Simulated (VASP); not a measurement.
# Cd3N2 (P6/mmm) in VASP: single point with PBE

Aim: the single point of Cd3N2 with PBE.

All numbers are computed with VASP 6.6.1; they aren't measurements. Logs are shortened: lines on timing, memory, paths and dates and some standing lists are left out, and cuts for length are marked.

## (1) The cell of the first run

The structure is hexagonal, space group P6/mmm (No. 191). The conventional cell has a = 6.458 Å, b = 6.458 Å, c = 4.023 Å, α = 90.00°, β = 90.00°, γ = 120.00°. Cd (site symmetry mmm) has 6 Cd at 3.23 to 4.02 Å and 8 N at 3.54 to 4.12 Å within 4.2 Å. N (site symmetry 6mm) has 1 N at 1.11 Å within 1.5 Å.

## (2) Single point, PBE

File INCAR:

```
SYSTEM = Cd3N2
  ALGO = Normal
  EDIFF = 1E-6
  ENCUT = 700
  GGA = PE
  GGA_COMPAT = .False.
  ISIF = 2
  ISMEAR = 0
  LASPH = .True.
  LCHARG = .False.
  LREAL = .False.
  LWAVE = .False.
  NBANDS = 43
  NELM = 120
  PREC = Accurate
  SIGMA = 0.1
```

File KPOINTS:

```
k-points
0
Gamma
  6 6 8
  0 0 0
```

File POSCAR:

```
Cd3N2
1.0
    6.4584265392      0.0000000000      0.0000000000
   -3.2292132696      5.5931614514      0.0000000000
    0.0000000000      0.0000000000      4.0228571492
Cd N
3 2
Direct
    0.5000000000      0.0000000000      0.0000000000
    0.0000000000      0.5000000000      0.0000000000
    0.5000000000      0.5000000000      0.0000000000
    0.0000000000      0.0000000000      0.6379408338
    0.0000000000      0.0000000000      0.3620591662
```

Potentials or basis: VASP PAW PBE potentials, release 64 (Cd_sv_GW, N).

Command:

```bash
> cat potpaw_PBE.64/Cd_sv_GW/POTCAR potpaw_PBE.64/N/POTCAR > POTCAR
> mpirun -np 1 vasp_std > vasp.out
```

OUTCAR:

```text
SYSTEM = Cd3N2
   EDIFF = 1E-6
   ENCUT = 700
   GGA = PE
   ISIF = 2
   ISMEAR = 0
   LASPH = .True.
   LREAL = .False.
   NELM = 120
   PREC = Accurate

 ion  position               nearest neighbor table
   1  0.500  0.000  0.000-
   2  0.000  0.500  0.000-
   3  0.500  0.500  0.000-
   4  0.000  0.000  0.638-   5 1.11
   5  0.000  0.000  0.362-   4 1.11

  LATTYP: Found a hexagonal cell.
 ALAT       =     6.4584265392
 C/A-ratio  =     0.6228850208

  Lattice vectors:

 A1 = (   6.4584265392,   0.0000000000,   0.0000000000)
 A2 = (  -3.2292132696,   5.5931614514,   0.0000000000)
 A3 = (   0.0000000000,   0.0000000000,   4.0228571492)

Analysis of symmetry for initial positions (statically):
=====================================================================
 Subroutine PRICEL returns:
 Original cell was already a primitive cell.

 Routine SETGRP: Setting up the symmetry group for a
 hexagonal supercell.

 Subroutine GETGRP returns: Found 24 space group operations
 (whereof 24 operations were pure point group operations)
 out of a pool of 24 trial point group operations.

The static configuration has the point symmetry D_6h.

Analysis of symmetry for dynamics (positions and initial velocities):
=====================================================================
 Subroutine PRICEL returns:
 Original cell was already a primitive cell.

 Routine SETGRP: Setting up the symmetry group for a
 hexagonal supercell.

 Subroutine GETGRP returns: Found 24 space group operations
 (whereof 24 operations were pure point group operations)
 out of a pool of 24 trial point group operations.

The dynamic configuration has the point symmetry D_6h.

 Subroutine INISYM returns: Found 24 space group operations
 (whereof 24 operations are pure point group operations),
 and found     1 'primitive' translations

----------------------------------------------------------------------------------------

                                     Primitive cell

  volume of cell :     145.3178

  direct lattice vectors                    reciprocal lattice vectors
     6.458426539  0.000000000  0.000000000     0.154836475  0.089394881  0.000000000
    -3.229213270  5.593161451  0.000000000     0.000000000  0.178789761  0.000000000
     0.000000000  0.000000000  4.022857149     0.000000000  0.000000000  0.248579545

  length of vectors
     6.458426539  6.458426539  4.022857149     0.178789761  0.178789761  0.248579545

  position of ions in fractional coordinates (direct lattice)
     0.500000000  0.000000000  0.000000000
     0.000000000  0.500000000  0.000000000
     0.500000000  0.500000000  0.000000000
     0.000000000  0.000000000  0.637940834
     0.000000000  0.000000000  0.362059166

  ion indices of the primitive-cell ions
   primitive index   ion index
                 1           1
                 2           2
                 3           3
                 4           4
                 5           5

----------------------------------------------------------------------------------------

 KPOINTS: k-points

Automatic generation of k-mesh.
 Grid dimensions read from file:
 generate k-points for:    6    6    8

 Generating k-lattice:

  Cartesian coordinates                     Fractional coordinates (reciprocal lattice)
     0.025806079  0.014899147  0.000000000     0.166666667  0.000000000  0.000000000
     0.000000000  0.029798294  0.000000000     0.000000000  0.166666667  0.000000000
     0.000000000  0.000000000  0.031072443     0.000000000  0.000000000  0.125000000

  Length of vectors
     0.029798294  0.029798294  0.031072443

  Shift w.r.t. Gamma in fractional coordinates (k-lattice)
     0.000000000  0.000000000  0.000000000

 Subroutine IBZKPT returns following result:
 ===========================================

 Found     35 irreducible k-points:

 Following reciprocal coordinates:
            Coordinates               Weight
  0.000000  0.000000  0.000000      1.000000
  0.166667  0.000000  0.000000      6.000000
  0.333333  0.000000  0.000000      6.000000
  0.500000 -0.000000  0.000000      3.000000
  0.166667  0.166667  0.000000      6.000000
  0.333333  0.166667  0.000000     12.000000
[... 16 lines left out ...]
  0.166667  0.000000  0.375000     12.000000
  0.333333  0.000000  0.375000     12.000000
 [... further k-points ...]
   k-points           NKPTS =     35   k-points in BZ     NKDIM =     35   number of bands    NBANDS=     43
   number of dos      NEDOS =    301   number of ions     NIONS =      5
   total plane-waves  NPLWV = 112896
   dimension x,y,z NGX =    56 NGY =   56 NGZ =   36
   dimension x,y,z NGXF=   112 NGYF=  112 NGZF=   72
   ions per type =               3   2
   NGX,Y,Z   is equivalent  to a cutoff of  14.41, 14.41, 14.88 a.u.
   NGXF,Y,Z  is equivalent  to a cutoff of  28.83, 28.83, 29.75 a.u.
 SYSTEM =  Cd3N2
   PREC   = accura    normal or accurate (medium, high low for compatibility)
   ISTART =      0    job   : 0-new  1-cont  2-samecut
   ICHARG =      2    charge: 1-file 2-atom 10-const
   ISPIN  =      1    spin polarized calculation?
   LNONCOLLINEAR =      F non collinear calculations
   LSORBIT =      F    spin-orbit coupling
   LASPH  =      T    aspherical Exc in radial PAW
   ENCUT  =  700.0 eV  51.45 Ry    7.17 a.u.  13.93 13.93  8.68*2*pi/ulx,y,z
   NELM   =    120;   NELMIN=  2; NELMDL= -5     # of ELM steps
   EDIFF  = 0.1E-05   stopping-criterion for ELM
   LREAL  =      F    real-space projection
[... 7 lines left out ...]
   TEBEG  =    0.0;   TEEND  =   0.0 temperature during run
   PSTRESS=    0.0 pullay stress
   NELECT =      70.0000    total number of electrons
   NUPDOWN=      -1.0000    fix difference up-down
   EMIN   =  10.00;   EMAX   =-10.00  energy-range for DOS
   EFERMI =   0.00;   METHOD = LEGACY
   ISMEAR =     0;   SIGMA  =   0.10  broadening in eV -4-tet -1-fermi 0-gaus
   EFERMI_NEDOS =   21; number of points for ismear=-14 and -15
   IALGO  =     38    algorithm
   IMIX   =      4    mixing-type and parameters
     AMIX     =   0.40;   BMIX     =  1.00
     AMIX_MAG =   1.60;   BMIX_MAG =  1.00
  volume/ion in A,a.u.               =      29.06       196.13
  Fermi-wavevector in a.u.,A,eV,Ry     =   1.283319  2.425121 22.407538  1.646908
  Thomas-Fermi vector in A             =   2.415579
   LORBIT       =      0    0 simple, 1 ext, 2 COOP (PROOUT), +10 PAW based schemes
   GGA     = PE    functional components
   LHFCALC =     F    Hartree Fock is set to
   AEXX    =    0.0000 exact exchange contribution
   IVDW    =     0    specifies the selected vdW correction
   LEPSILON=     F    determine dielectric tensor
   LRPA    =     F    only Hartree local field effects (RPA)
 non-spin polarized calculation
 Gauss-broadening in eV      SIGMA  =   0.10
  energy-cutoff  :      700.00
  volume of cell :      145.32
 maximum number of plane-waves:      6136
 NGX is ok and might be reduce to    56
   NGX = 27   NGY = 27   NGZ = 17

 number of electron      69.9999979 magnetization

 Free energy of the ion-electron system (eV)
  ---------------------------------------------------
  ext. energy  EPLUGINS =         0.00000000
  ---------------------------------------------------
  free energy    TOTEN  =       -17.51208165 eV

  energy without entropy =      -17.50655032  energy(sigma->0) =      -17.50931598

 E-fermi :   1.7321     XC(G=0):  -8.2150

 val. band max:        1.7148755411   @ k =   0.0000   0.0000   0.2500
 cond. band min:       1.8026762050   @ k =   0.3333   0.0000   0.5000
 fundamental gap:      0.0878006638
 Fermi energy:         1.7321318640

 k-point     1 :       0.0000    0.0000    0.0000
  band No.  band energies     occupation
      1    -100.6323      2.00000
      2    -100.6316      2.00000
      3    -100.6316      2.00000
      4     -61.6949      2.00000
      5     -61.6936      2.00000
      6     -61.6936      2.00000
[... 35 lines left out ...]
     42       8.8237      0.00000
     43       9.7846      0.00000

 k-point     2 :       0.1667    0.0000    0.0000
  band No.  band energies     occupation
      1    -100.6323      2.00000
      2    -100.6316      2.00000
      3    -100.6316      2.00000
      4     -61.6948      2.00000
      5     -61.6937      2.00000
      6     -61.6936      2.00000
[... 35 lines left out ...]
     42       8.9377      0.00000
     43       9.4668      0.00000

 k-point     3 :       0.3333    0.0000    0.0000
  band No.  band energies     occupation
      1    -100.6322      2.00000
      2    -100.6317      2.00000
      3    -100.6316      2.00000
      4     -61.6946      2.00000
      5     -61.6939      2.00000
      6     -61.6936      2.00000
[... 35 lines left out ...]
     42       7.9122      0.00000
     43       8.6422      0.00000

 k-point     4 :       0.5000   -0.0000    0.0000
  band No.  band energies     occupation
      1    -100.6321      2.00000
      2    -100.6318      2.00000
      3    -100.6316      2.00000
      4     -61.6945      2.00000
      5     -61.6941      2.00000
      6     -61.6936      2.00000
[... 863 lines left out ...]
     42       5.6973      0.00000
     43       5.6973      0.00000

 k-point    23 :       0.1667    0.0000    0.3750
  band No.  band energies     occupation
      1    -100.6323      2.00000
      2    -100.6316      2.00000
      3    -100.6316      2.00000
      4     -61.6952      2.00000
      5     -61.6940      2.00000
      6     -61.6940      2.00000
[... 35 lines left out ...]
     42       5.4927      0.00000
     43       5.8303      0.00000

 k-point    24 :       0.3333    0.0000    0.3750
  band No.  band energies     occupation
      1    -100.6322      2.00000
      2    -100.6317      2.00000
      3    -100.6316      2.00000
      4     -61.6950      2.00000
      5     -61.6942      2.00000
      6     -61.6940      2.00000
[... 35 lines left out ...]
     42       6.0879      0.00000
     43       6.2995      0.00000

 [... further k-points ...]

------------------------ aborting loop because EDIFF is reached ----------------------------------------

  FORCE on cell =-STRESS in cart. coord.  units (eV):
  Direction    XX          YY          ZZ          XY          YZ          ZX
  --------------------------------------------------------------------------------------
  -------------------------------------------------------------------------------------
  Total       -0.0519476     -0.0519476      1.5668373      0.0000000     -0.0000000      0.0000000
  in kB       -0.5727404     -0.5727404     17.2749105      0.0000000     -0.0000000      0.0000000
  external PRESSURE =       5.3764766 kB  Pullay stress =       0.0000000 kB

 VOLUME and BASIS-vectors are now :
 -----------------------------------------------------------------------------
  energy-cutoff  :      700.00
  volume of cell :      145.32
      direct lattice vectors                 reciprocal lattice vectors
     6.458426539  0.000000000  0.000000000     0.154836475  0.089394881  0.000000000
    -3.229213270  5.593161451  0.000000000     0.000000000  0.178789761  0.000000000
     0.000000000  0.000000000  4.022857149     0.000000000  0.000000000  0.248579545

 POSITION                                       TOTAL-FORCE (eV/Angst)
 -----------------------------------------------------------------------------------
      3.22921      0.00000      0.00000         0.000000      0.000000      0.000000
     -1.61461      2.79658      0.00000         0.000000      0.000000      0.000000
      1.61461      2.79658      0.00000         0.000000      0.000000      0.000000
      0.00000      0.00000      2.56634        -0.000000     -0.000000      1.469048
      0.00000      0.00000      1.45651         0.000000      0.000000     -1.469048
 -----------------------------------------------------------------------------------
    total drift:                               -0.000000      0.000000      0.000000

  FREE ENERGIE OF THE ION-ELECTRON SYSTEM (eV)
  ---------------------------------------------------
  free  energy   TOTEN  =       -17.5120816503 eV

  energy  without entropy=      -17.5065503163  energy(sigma->0) =      -17.50931598
```

It took 4.3 min on 1 thread of Intel Xeon Platinum 8488C (Sapphire Rapids), shared host; peak memory 0.5 GiB.

What came out:

- Free energy: -17.5121 eV
- Pressure: 0.5 GPa
- Largest force: 1.469 eV/Å
- Band gap on the k mesh: zero (bands 35 and 36 overlap by 1.01 eV)

Forces in eV/Å, atoms in the order of the input:
```
Cd   0.000  0.000  0.000
Cd   0.000  0.000  0.000
Cd   0.000  0.000  0.000
N    0.000  0.000  1.469
N    0.000  0.000 -1.469
```

Caveat: the standard files for N, O and F lose accuracy on very short bonds; forces of over 1 eV/Å act on the atoms, so gaps and moduli don't describe the material at rest.

The gap in the log of VASP goes by the Fermi energy; the results here count the filled bands.